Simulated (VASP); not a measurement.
# VGe3 (Pm-3n) in VASP: further runs, part 2 of 2

VASP 6.6.1. Earlier steps stand in the parts before.

**4. Single point, PBE, collinear spin**

Input file INCAR:

```
PREC = Accurate
ENCUT = 520
EDIFF = 1E-7
ISMEAR = -1
SIGMA = 0.05
LREAL = False
LASPH = True
NELM = 150
ALGO = Normal
ISIF = 2
LWAVE = False
LCHARG = True
ISPIN = 2
MAGMOM = 0 0 0 0 0 0 0 2
LORBIT = 11
LMAXMIX = 4
GGA = PE
LELF = True
LVHAR = True
NBANDS = 69
```

Input file KPOINTS:

```
regular mesh
0
Gamma
  5 5 5
```

Input file POSCAR:

```
VGe3
1.0
    4.7680000000      0.0000000000      0.0000000000
    0.0000000000      4.7680000000      0.0000000000
    0.0000000000      0.0000000000      4.7680000000
Ge V
6 2
Direct
    0.2500000000      0.0000000000      0.5000000000
    0.5000000000      0.7500000000      0.0000000000
    0.7500000000      0.0000000000      0.5000000000
    0.5000000000      0.2500000000      0.0000000000
    0.0000000000      0.5000000000      0.7500000000
    0.0000000000      0.5000000000      0.2500000000
    0.0000000000      0.0000000000      0.0000000000
    0.5000000000      0.5000000000      0.5000000000
```

Potentials or basis: VASP PAW PBE potentials, release 64 (Ge_d, V_sv).

On the command line:

```console
> cat potpaw_PBE.64/Ge_d/POTCAR potpaw_PBE.64/V_sv/POTCAR > POTCAR
> mpirun -np 1 vasp_std > vasp.out
```

OUTCAR:

```text
PREC = Accurate
   ENCUT = 520
   EDIFF = 1E-7
   ISMEAR = -1
   LREAL = False
   LASPH = True
   NELM = 150
   ISIF = 2
   ISPIN = 2
   LORBIT = 11
   GGA = PE

 ion  position               nearest neighbor table
   1  0.250  0.000  0.500-   3 2.38   3 2.38   8 2.67   7 2.67   8 2.67   7 2.67   4 2.92   2 2.92
                             4 2.92   5 2.92   5 2.92   6 2.92   6 2.92   2 2.92
   2  0.500  0.750  0.000-   4 2.38   4 2.38   8 2.67   8 2.67   7 2.67   7 2.67   1 2.92   1 2.92
                             3 2.92   5 2.92   6 2.92   5 2.92   6 2.92   3 2.92
   3  0.750  0.000  0.500-   1 2.38   1 2.38   8 2.67   7 2.67   8 2.67   7 2.67   4 2.92   2 2.92
                             4 2.92   5 2.92   5 2.92   6 2.92   6 2.92   2 2.92
   4  0.500  0.250  0.000-   2 2.38   2 2.38   8 2.67   8 2.67   7 2.67   7 2.67   3 2.92   1 2.92
                             3 2.92   5 2.92   6 2.92   5 2.92   6 2.92   1 2.92
   5  0.000  0.500  0.750-   6 2.38   6 2.38   8 2.67   7 2.67   7 2.67   8 2.67   3 2.92   4 2.92
                             1 2.92   3 2.92   1 2.92   2 2.92   4 2.92   2 2.92
   6  0.000  0.500  0.250-   5 2.38   5 2.38   8 2.67   7 2.67   7 2.67   8 2.67   3 2.92   4 2.92
                             1 2.92   3 2.92   1 2.92   2 2.92   4 2.92   2 2.92
   7  0.000  0.000  0.000-   1 2.67   2 2.67   3 2.67   4 2.67   5 2.67   6 2.67   1 2.67   3 2.67
                             5 2.67   6 2.67   2 2.67   4 2.67
   8  0.500  0.500  0.500-   1 2.67   2 2.67   3 2.67   4 2.67   5 2.67   6 2.67   2 2.67   4 2.67
                             1 2.67   3 2.67   5 2.67   6 2.67

  LATTYP: Found a simple cubic cell.
 ALAT       =     4.7680000000

  Lattice vectors:

 A1 = (   4.7680000000,   0.0000000000,   0.0000000000)
 A2 = (   0.0000000000,   4.7680000000,   0.0000000000)
 A3 = (   0.0000000000,   0.0000000000,   4.7680000000)

Analysis of symmetry for initial positions (statically):
=====================================================================
 Subroutine PRICEL returns:
 Original cell was already a primitive cell.

 Routine SETGRP: Setting up the symmetry group for a
 simple cubic supercell.

[... 962 lines left out ...]
  band No.  band energies     occupation
      1     -52.6520      1.00000
      2     -52.6512      1.00000
      3     -26.5823      1.00000
      4     -26.5823      1.00000
      5     -26.5823      1.00000
      6     -26.5749      1.00000
[... 759 lines left out ...]
     66      15.6629      0.00000
     67      15.9323      0.00000
 [bands above 67 left out]

------------------------ aborting loop because EDIFF is reached ----------------------------------------

  FORCE on cell =-STRESS in cart. coord.  units (eV):
  Direction    XX          YY          ZZ          XY          YZ          ZX
  --------------------------------------------------------------------------------------
  -------------------------------------------------------------------------------------
  Total       19.1234204     19.1234204     19.1234204     -0.0000000     -0.0000000     -0.0000000
  in kB      282.6619922    282.6619922    282.6619922     -0.0000000     -0.0000000     -0.0000000
  external PRESSURE =     282.6619922 kB  Pullay stress =       0.0000000 kB

 VOLUME and BASIS-vectors are now :
 -----------------------------------------------------------------------------
  energy-cutoff  :      520.00
  volume of cell :      108.39
      direct lattice vectors                 reciprocal lattice vectors
     4.768000000  0.000000000  0.000000000     0.209731544  0.000000000  0.000000000
     0.000000000  4.768000000  0.000000000     0.000000000  0.209731544  0.000000000
     0.000000000  0.000000000  4.768000000     0.000000000  0.000000000  0.209731544

 POSITION                                       TOTAL-FORCE (eV/Angst)
 -----------------------------------------------------------------------------------
      1.19200      0.00000      2.38400        -0.000001      0.000000     -0.000000
      2.38400      3.57600      0.00000        -0.000000      0.000001     -0.000000
      3.57600      0.00000      2.38400         0.000001      0.000000      0.000000
      2.38400      1.19200      0.00000        -0.000000     -0.000001      0.000000
      0.00000      2.38400      3.57600        -0.000000      0.000000      0.000001
      0.00000      2.38400      1.19200        -0.000000      0.000000     -0.000001
      0.00000      0.00000      0.00000        -0.000000      0.000000      0.000000
      2.38400      2.38400      2.38400        -0.000000      0.000000      0.000000
 -----------------------------------------------------------------------------------
    total drift:                                0.000000      0.000000     -0.000000

  FREE ENERGIE OF THE ION-ELECTRON SYSTEM (eV)
  ---------------------------------------------------
  free  energy   TOTEN  =       -41.6538216438 eV

  energy  without entropy=      -41.6162192967  energy(sigma->0) =      -41.63502047

 total charge

# of ion       s       p       d       tot
------------------------------------------
    1        1.171   1.256  10.116  12.543
    2        1.171   1.256  10.116  12.543
    3        1.171   1.256  10.116  12.543
    4        1.171   1.256  10.116  12.543
    5        1.171   1.256  10.116  12.543
    6        1.171   1.256  10.116  12.543
    7        2.239   6.191   3.264  11.693
    8        2.239   6.191   3.264  11.693
--------------------------------------------------
tot         11.501  19.917  67.227  98.645

 magnetization (x)

# of ion       s       p       d       tot
------------------------------------------
    1       -0.012  -0.005   0.005  -0.011
    2       -0.012  -0.005   0.005  -0.011
    3       -0.012  -0.005   0.005  -0.011
    4       -0.012  -0.005   0.005  -0.011
    5       -0.012  -0.005   0.005  -0.011
    6       -0.012  -0.005   0.005  -0.011
    7        0.015   0.020   1.049   1.084
    8        0.015   0.020   1.049   1.084
--------------------------------------------------
tot         -0.039   0.010   2.129   2.101
```

Run time: 5 min. Hardware: 1 thread of Intel Xeon 8259CL, shared host; peak memory 0.31 GiB.

What came out:

- Free energy: -41.6538 eV
- Pressure: 28.3 GPa
- Net moment: 2.39 μB per cell
- Site moments: Ge -0.01; V +1.08 μB
- Valence electrons inside the program's atomic spheres: Ge 12.54; V 11.69

Caveat: the cell stands under pressure.

**5. Summary**

```csv
spin,gap on the mesh (eV),pressure (GPa),moment (μB)
off,none,27.2,-
"collinear, ferromagnetic start",none,28.3,2.39
collinear,none,28.3,2.39
```

Alike in all rows: task single point; level PBE; potentials or basis VASP PAW PBE potentials, release 64 (Ge_d, V_sv); cell as given; k mesh 5 × 5 × 5; cutoff (eV) 520; smearing fermi-dirac 0.05 eV.

Caveats: the cell stands under pressure.

Absolute energies hang on the potentials; compare differences alone.
